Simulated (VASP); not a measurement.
Set up this calculation in VASP 6.6.1, as the native input.

```yaml
Task: single point
Functional: PBE
Dispersion: D3(BJ)
Potentials_or_basis: VASP PAW PBE potentials, release 64 (Ge_d)
Cutoff: 520 eV
k_mesh: 2 × 2 × 2
Occupations: fermi-dirac, width 0.36 eV
Spin: no spin polarisation
Dipole_correction: no
Further_INCAR_settings: LREAL = Auto; ALGO = Normal; EDIFF = 1e-06; NBANDS = 126
```

The structure of Ge lies in POSCAR:

```
Ge
1.0
    0.0000000000      5.9299230000      5.9299230000
    5.9299230000      0.0000000000      5.9299230000
    5.9299230000      5.9299230000      0.0000000000
Ge
16
Direct
   -0.0383563159     -0.1376324785      0.0239716435
    0.1547659219      0.0400089512      0.0623195276
   -0.0013322264     -0.0462231972      0.4254355411
    0.0394187243      0.0834159229      0.6801015797
    0.1685687993      0.4442216197     -0.0086510398
    0.2644975323      0.4714648065      0.2412594565
   -0.0867296253      0.4369028063      0.5136828927
    0.1667812550      0.5289107464      0.5515923225
    0.4830416854     -0.0872861250      0.0459871064
    0.5250068171      0.1885943544      0.0633482087
    0.5139189834      0.0535588742      0.4267846311
    0.6028071528      0.1586867148      0.6270570461
    0.7565106663      0.4041958049     -0.0393175426
    0.8342857066      0.5624103382      0.2215121512
    0.5287758374      0.5265667025      0.4695676487
    0.5519380269      0.6960714330      0.6566442768
```

These files were run (other wordings do the same):

INCAR

```
SYSTEM = Ge
  PREC = Accurate
  ENCUT = 520
  EDIFF = 1E-6
  ISMEAR = -1
  SIGMA = 0.36
  LREAL = Auto
  LASPH = .TRUE.
  NELM = 100
  ALGO = Normal
  ISIF = 2
  LWAVE = .FALSE.
  LCHARG = .FALSE.
  GGA = PE
  IVDW = 12
  NBANDS = 126
```

KPOINTS

```
Automatic mesh
0
G
  2 2 2
  0 0 0
```

Potentials or basis: VASP PAW PBE potentials, release 64 (Ge_d).

Command:

```bash
$ cat potpaw_PBE.64/Ge_d/POTCAR > POTCAR
$ mpirun -np 1 vasp_std > vasp.out
```

Results of the run:

```
Pressure                   : -2.8 GPa
Largest force              : 1.694 eV/Å
Band gap on the k mesh     : zero (bands 112 and 113 overlap by 0.28 eV)
Dispersion energy per atom : -0.310 eV
```

Caveat: the k points lie up to 0.46 Å⁻¹ apart; so wide a smearing shifts energies and pressures; semilocal functionals underestimate gaps, and a narrow one can read as zero; forces of over 1 eV/Å act on the atoms, so gaps and moduli don't describe the material at rest.

It took 38 min on 1 thread of Intel Xeon 8259CL, with other jobs on the host, peak memory 0.72 GiB.
